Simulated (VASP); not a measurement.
Wanted: the native input for a VASP 6.6.1 run.

| Item | Value |
| --- | --- |
| Task | single point |
| Functional | PBE |
| Potentials or basis | VASP PAW PBE potentials, release 64 (Mo_sv, W_sv) |
| Cutoff | 520 eV |
| k mesh | 6 × 6 × 4 |
| Occupations | gaussian, width 0.1 eV |
| Spin | collinear spin |
| Starting moments | [1.0, 1.0, 1.0, 0.0] μB |
| Dipole correction | no |
| Further INCAR settings | ALGO = Fast; EDIFF = 1e-06; NBANDS = 40 |

The structure of Mo3W lies in POSCAR:

```
Mo3W
1.0
    3.1659417000      0.0000000000      0.0000000000
    0.0000000000      3.1659417000      0.0000000000
    0.0000000000      0.0000000000      6.3365004000
Mo W
3 1
Direct
    0.0000000000      0.0000000000      0.7506730000
    0.5000000000      0.5000000000      0.0000000000
    0.0000000000      0.0000000000      0.2493270000
    0.5000000000      0.5000000000      0.5000000000
```

These files were run (other wordings do the same):

INCAR

```
SYSTEM = Mo3W
PREC = Accurate
ENCUT = 520
EDIFF = 1E-6
ISMEAR = 0
SIGMA = 0.1
LREAL = .False.
LASPH = .True.
NELM = 150
ALGO = Fast
ISIF = 2
LWAVE = .False.
LCHARG = .True.
ISPIN = 2
MAGMOM = 1 1 1 0
LORBIT = 11
LMAXMIX = 4
GGA = PE
LELF = .True.
LVHAR = .True.
NBANDS = 40
```

KPOINTS

```
regular mesh
0
Gamma
  6 6 4
  0 0 0
```

Potentials or basis: VASP PAW PBE potentials, release 64 (Mo_sv, W_sv).

Run with:

```bash
$ cat potpaw_PBE.64/Mo_sv/POTCAR potpaw_PBE.64/W_sv/POTCAR > POTCAR
$ mpirun -np 1 vasp_std > vasp.out
```

It gave:

```json
{"Pressure": "0.5 GPa", "Largest force": "0.025 eV/Å", "Band gap on the k mesh": "zero (filled and empty bands overlap)", "Net moment": "0.00 μB per cell", "Valence electrons inside the program's atomic spheres": "Mo 12.50, 12.46 (each value once); W 12.02"}
```

Caveat: spin-orbit coupling is left out, which moves the levels of the heavy elements.

It took 84 s on 1 thread of AMD EPYC 9R14 (Zen 4), on a shared host, peak memory 0.23 GiB.
